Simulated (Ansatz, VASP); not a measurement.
**One calculation of CsMgF3, two programs**

INCAR

```
SYSTEM = CsMgF3
PREC     = Accurate       ! precision mode
ENCUT    = 520            ! plane-wave cutoff, eV
EDIFF    = 1E-6           ! SCF threshold, eV
ISMEAR   = 0              ! smearing method
SIGMA    = 0.05           ! smearing width, eV
LREAL    = .False.        ! projectors in reciprocal space
LASPH    = .True.         ! aspherical terms in the spheres
NELM     = 80             ! most SCF steps
ALGO     = Normal         ! electronic algorithm
ISIF     = 2              ! what is computed and relaxed
LWAVE    = .False.        ! write WAVECAR
LCHARG   = .False.        ! write CHGCAR
GGA      = CA             ! functional
NBANDS   = 24             ! bands
```

Contents of KPOINTS:

```
Automatic mesh
0
Gamma
  6 6 6
  0 0 0
```

File POSCAR:

```
CsMgF3
1.0
    4.2523070000      0.0000000000      0.0000000000
    0.0000000000      4.2523070000      0.0000000000
    0.0000000000      0.0000000000      4.2523070000
Cs Mg F
1 1 3
Direct
    0.0000000000      0.0000000000      0.0000000000
    0.5000000000      0.5000000000      0.5000000000
    0.0000000000      0.5166287801      0.5166287801
    0.5000000000      0.0166287801      0.5166287801
    0.5000000000      0.5166287801      0.0166287801
```

Input for Ansatz:

```yaml
crystal:
  lattice:
    - [4.252307, 0.0, 0.0]
    - [0.0, 4.252307, 0.0]
    - [0.0, 0.0, 4.252307]
  atoms:
    - { symbol: Cs, position: [0.0, 0.0, 0.0] }
    - { symbol: Mg, position: [0.5, 0.5, 0.5] }
    - { symbol: F, position: [0.0, 0.5166287801, 0.5166287801] }
    - { symbol: F, position: [0.5, 0.0166287801, 0.5166287801] }
    - { symbol: F, position: [0.5, 0.5166287801, 0.0166287801] }
basis:
  ecutwfc: 420
kpoints:
  mp_grid: { grid: [6, 6, 6] }
hamiltonian:
  xc: lda
scf:
  occupations: { method: gaussian, width: 0.05 }
output:
  forces: true
  stress: true
  eigenvalues: true
```

Change from the starting cell: all F atoms moved -0.100 Å, as atom 3 towards its neighbour atom 1 (Cs) at 3.007 Å.

Alike in both runs: task single point; functional LDA; k mesh 6 × 6 × 6; occupations gaussian, width 0.05 eV; no spin polarisation.

```csv
,VASP,Ansatz
version,VASP 6.6.1,Ansatz 0.2.0
potentials or method,"VASP PAW LDA potentials, release 64 (Cs_sv, Mg, F), cutoff 520 eV","scalar-relativistic, plane waves, PAW"
valence electrons in the cell,32,40
```

Ansatz gave:

* gap on the k mesh at the Fermi level (eV): 6.37
* least direct gap on the mesh (eV): 6.37
* pressure (GPa): -6.5
* traceless stress, the component that is largest in VASP (GPa): -0.20
* rms of the force components (eV/Å): 0.104

Task: Which values does VASP return?

Result: gap on the k mesh at the Fermi level (eV): 6.34; least direct gap on the mesh (eV): 6.34; pressure (GPa): -7.0; traceless stress, the component that is largest in VASP (GPa): -0.21; rms of the force components (eV/Å): 0.107.

LDA's correlation is that of Perdew and Zunger in VASP and of Perdew and Wang (1992) in Ansatz. Atom by atom the forces differ by 0.004 eV/Å (rms over components). VASP's potentials hold 32 valence electrons a cell and Ansatz's 40, so a difference there can come from the potentials and not from the codes.

Neither program's run includes spin-orbit coupling.
